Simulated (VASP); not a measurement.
In3BiSb2, 6 atoms in the cell. It takes space group P3m1 (No. 156, trigonal). The conventional cell has a = 4.685 Å, b = 4.685 Å, c = 11.474 Å, α = 90.00°, β = 90.00°, γ = 120.00°. Sb (site symmetry 3m) has 4 In at 2.84 to 2.86 Å within 3.7 Å. Sb (site symmetry 3m) has 4 In at 2.84 to 2.86 Å within 3.7 Å. Bi (site symmetry 3m) has 4 In at 2.89 to 2.92 Å within 3.8 Å. In (site symmetry 3m) has 4 Sb at 2.84 to 2.86 Å within 3.7 Å. Within 3.8 Å of In (site symmetry 3m) lie 3 Sb at 2.86 Å and 1 Bi at 2.92 Å. In (site symmetry 3m) has 1 Sb at 2.84 Å and 3 Bi at 2.89 Å within 3.7 Å. 

| Item | Value |
| --- | --- |
| Program | VASP 6.6.1 |
| Task | single point |
| Functional | r2SCAN |
| Potentials or basis | VASP PAW PBE potentials, release 64 (Sb, Bi_d, In_d) |
| Cutoff | 520 eV |
| k mesh | 6 × 6 × 2 |
| Occupations | fermi-dirac, width 0.02 eV |
| Spin | no spin polarisation |
| Dipole correction | no |
| Further INCAR settings | ALGO = Normal; EDIFF = 1e-07; NBANDS = 41 |

Potentials or basis: VASP PAW PBE potentials, release 64 (Sb, Bi_d, In_d).

Run with:

```sh
$ cat potpaw_PBE.64/Sb/POTCAR potpaw_PBE.64/Bi_d/POTCAR potpaw_PBE.64/In_d/POTCAR > POTCAR
$ cp INCAR.step1 INCAR
$ mpirun -np 1 vasp_std > vasp.out
$ cp INCAR.step2 INCAR
$ mpirun -np 1 vasp_std > vasp.out
```

Hardware: 1 thread of Intel Xeon 8259CL (shared host).

Question: Estimate the wall time of this run.

Answer: Wall time 14 min on 1 thread of Intel Xeon 8259CL (shared host), peak memory 0.46 GiB. Counts: k points 14.
